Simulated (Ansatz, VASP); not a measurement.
KF in VASP and in Ansatz

```
K F
1.0
     0.00000    2.65441    2.65441
     2.65441    0.00000    2.65441
     2.65441    2.65441    0.00000
K F
1 1
Direct
  0.00942 0.00942 0.99058
  0.50000 0.50000 0.50000
```

Alike in both runs: task single point; functional PBE; k mesh 8 × 8 × 8; occupations fermi-dirac, width 0.009 eV; no spin polarisation.

|  | VASP | Ansatz |
| --- | --- | --- |
| version | VASP 6.6.1 | Ansatz 0.2.0 |
| potentials or method | VASP PAW PBE potentials, release 64 (K_sv, F), cutoff 600 eV | scalar-relativistic, plane waves, PAW |
| valence electrons in the cell | 16 | 16 |

```tsv
	VASP	Ansatz	Ansatz less VASP
gap on the k mesh at the Fermi level (eV)	6.27	6.29	+0.015
least direct gap on the mesh (eV)	6.27	6.29	+0.015
pressure (GPa)	2.2	2.1	-0.02
traceless stress, the component that is largest in VASP (GPa)	0.10	0.09	-0.004
rms of the force components (eV/Å)	0.053	0.051	-0.0020
```

Atom by atom the forces differ by 0.002 eV/Å (rms over components). The functional is the same, so the differences come from potentials, cutoffs and numerics.
